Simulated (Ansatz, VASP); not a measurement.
# RbAl2W3: VASP beside Ansatz

```xyz
6
Lattice="5.0525 0.0000 0.0000 -2.5262 4.3756 0.0000 0.0000 0.0000 6.6541" Properties=species:S:1:pos:R:3 pbc="T T T"
Rb    0.0000    0.0000    0.0000
Al    0.0000    0.0000    2.4145
Al    0.0000    0.0000    4.2395
W     2.5262    0.0000    0.0000
W    -1.2631    2.1878    0.0000
W     1.2631    2.1878    0.0000
```

Alike in both runs: task single point; functional PBE; k mesh 6 × 6 × 4; occupations gaussian, width 0.1 eV; no spin polarisation.

```csv
,VASP,Ansatz
version,VASP 6.6.1,Ansatz 0.2.0
potentials or method,"VASP PAW PBE potentials, release 64 (Rb_sv, Al, W_sv), cutoff 520 eV","scalar-relativistic, plane waves, PAW"
valence electrons in the cell,57,57
```

```tsv
	VASP	Ansatz	Ansatz less VASP
gap on the k mesh at the Fermi level (eV)	none	none	-
rms of the force components (eV/Å)	4.408	4.425	+0.0172
```

Atom by atom the forces differ by 0.017 eV/Å (rms over components). A gap of «none» marks a metal or a gap that the smearing closes.

Spin-orbit coupling is off throughout.
